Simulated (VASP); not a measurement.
## In3Se: single point with PBEsol+D3(BJ)

Crystal: In3Se.

```
CELL_PARAMETERS angstrom
4.00786 0.00000 0.00000
0.00000 4.00786 0.00000
0.00000 0.00000 6.01179
ATOMIC_POSITIONS crystal
In 0.00000 0.50000 0.50000
In 0.50000 0.00000 0.50000
In 0.50000 0.50000 0.00000
Se 0.00000 0.00000 0.00000
```

This cell differs from its parent crystal: ratio of the length along z to the lengths across it x 1.5, volume and fractional coordinates fixed.

```
Program             : VASP 6.6.1
Task                : single point
Functional          : PBEsol
Dispersion          : D3(BJ)
Potentials or basis : VASP PAW PBE potentials, release 64 (In_d, Se)
Cutoff              : 520 eV
k mesh              : 12 × 12 × 12
Occupations         : gaussian, width 0.15 eV
Spin                : no spin polarisation
```

| Property | Result |
| --- | --- |
| Pressure | 2.1 GPa |
| Band gap on the k mesh | zero (an odd number of electrons rules out a gap without spin polarisation) |
| Dispersion energy per atom | -0.370 eV |

Stress tensor (GPa, compression positive):
```
 4.78  0.00  0.00
 0.00  4.78  0.00
 0.00  0.00 -3.30
```

Levels at points of the mesh, in eV from the Fermi level:
| k point | band 19 | band 20 | band 21 | band 22 | band 23 | band 24 | band 25 | band 26 |
| --- | --- | --- | --- | --- | --- | --- | --- | --- |
| (0.00, 0.00, 0.00) | -3.15 | -3.15 | -2.98 | 0.79 | 0.79 | 1.03 | 1.10 | 5.11 |
| (0.50, 0.00, 0.00) | -4.78 | -3.31 | -1.81 | -1.48 | 1.63 | 1.72 | 2.14 | 3.49 |
| (0.50, 0.50, 0.00) | -5.06 | -2.83 | -2.78 | -2.78 | -2.46 | -1.62 | 0.98 | 0.98 |
| (0.00, 0.00, 0.50) | -2.98 | -2.98 | -2.14 | 0.33 | 0.33 | 0.45 | 1.38 | 2.74 |
| (0.50, 0.00, 0.50) | -6.54 | -1.74 | -1.36 | 0.09 | 1.40 | 2.68 | 2.91 | 3.14 |
| (0.50, 0.50, 0.50) | -4.22 | -4.20 | -3.91 | -3.91 | -3.61 | -0.24 | 3.06 | 3.06 |

Run time: 11 min on 1 thread of Intel Xeon 8259CL (shared host), peak memory 0.56 GiB.

Caveat: the stress differs along the axes, from -3 to 5 GPa; the PAW data sets were made with another functional, which shifts forces and pressure a little; spin-orbit coupling is left out, which moves the levels of the heavy elements.
